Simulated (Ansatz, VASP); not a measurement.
One calculation of TaN, two programs

File INCAR:

```
SYSTEM = TaN
  PREC = Accurate
  ENCUT = 520
  EDIFF = 1E-8
  ISMEAR = -1
  SIGMA = 0.02
  LREAL = .FALSE.
  LASPH = .TRUE.
  NELM = 120
  ALGO = Normal
  ISIF = 2
  LWAVE = .FALSE.
  LCHARG = .FALSE.
  GGA = PS
  LEFG = .TRUE.
  NBANDS = 15
  GGA_COMPAT = .FALSE.
```

The input KPOINTS:

```
regular mesh
0
G
  9 9 9
  0 0 0
```

Contents of POSCAR:

```
TaN
1.0
    0.0000000000      2.1934308841      2.1934308841
    2.1934308841      0.0000000000      2.1934308841
    2.1934308841      2.1934308841      0.0000000000
Ta N
1 1
Direct
    0.5000000000      0.5000000000      0.5000000000
    0.0000000000      0.0000000000      0.0000000000
```

Input for Ansatz:

```yaml
crystal:
  lattice:
    - [0.0, 2.1934308841, 2.1934308841]
    - [2.1934308841, 0.0, 2.1934308841]
    - [2.1934308841, 2.1934308841, 0.0]
  atoms:
    - { symbol: Ta, position: [0.5, 0.5, 0.5] }
    - { symbol: "N", position: [0.0, 0.0, 0.0] }
kpoints:
  mp_grid: { grid: [9, 9, 9] }
scf:
  occupations: { method: fermi_dirac, width: 0.02 }
hamiltonian:
  xc: pbesol
  pseudopotentials: { kind: paw }
output:
  forces: true
  stress: true
  eigenvalues: true
  efg: { contact_densities: true }
```

Change from the starting cell: volume scaled by 1.02, PAW files.

Alike in both runs: task electric field gradients; functional PBEsol; k mesh 9 × 9 × 9; occupations fermi-dirac, width 0.02 eV; no spin polarisation.

|  | VASP | Ansatz |
| --- | --- | --- |
| version | VASP 6.6.1 | Ansatz 0.2.0 |
| potentials or method | VASP PAW PBE potentials, release 64 (Ta_pv, N) | PAW with Ansatz's default frozen-core files, scalar-relativistic |
| plane-wave cutoff (eV) | 520 | 420 |
| valence electrons in the cell | 16 | 18 |

```tsv
	VASP	Ansatz	Ansatz less VASP
pressure (GPa)	-1.8	-2.8	-0.96
```

VASP's potentials were made for PBE, not for PBEsol. VASP's potentials hold 16 valence electrons a cell and Ansatz's 18, so a difference there can come from the potentials and not from the codes.

Neither program's run includes spin-orbit coupling.
